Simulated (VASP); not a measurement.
MoS2, 3 atoms in the cell. The structure is trigonal, space group P-3m1 (No. 164). Conventional cell: a = 3.175 Å, b = 3.175 Å, c = 5.807 Å, α = 90.00°, β = 90.00°, γ = 120.00°. Within 3.2 Å of Mo (site symmetry -3m) lie 6 S at 2.42 Å and 6 Mo at 3.17 Å. S (site symmetry 3m) has 3 Mo at 2.42 Å and 9 S at 3.17 to 3.23 Å within 3.3 Å. 

```yaml
Program: VASP 6.6.1
Task: single point
Functional: r2SCAN
Potentials_or_basis: VASP PAW PBE potentials, release 64 (Mo_sv, S)
Cutoff: 520 eV
k_mesh: 18 × 18 × 8
Occupations: gaussian, width 0.1 eV
Spin: no spin polarisation
Dipole_correction: no
Further_INCAR_settings: ALGO = Normal; EDIFF = 1e-06; NBANDS = 20
```

Potentials or basis: VASP PAW PBE potentials, release 64 (Mo_sv, S).

The run is started by

```sh
$ cat potpaw_PBE.64/Mo_sv/POTCAR potpaw_PBE.64/S/POTCAR > POTCAR
$ cp INCAR.step1 INCAR
$ mpirun -np 1 vasp_std > vasp.out
$ cp INCAR.step2 INCAR
$ mpirun -np 1 vasp_std > vasp.out
```

Hardware: 1 thread of AMD EPYC 9R45 96-Core Processor (Zen 5), with other jobs on the host.

Task: How long does it take, and how much memory?

Result: Run time: 5.7 min on 1 thread of AMD EPYC 9R45 96-Core Processor (Zen 5), with other jobs on the host, peak memory 0.33 GiB. Counts: k points 266.
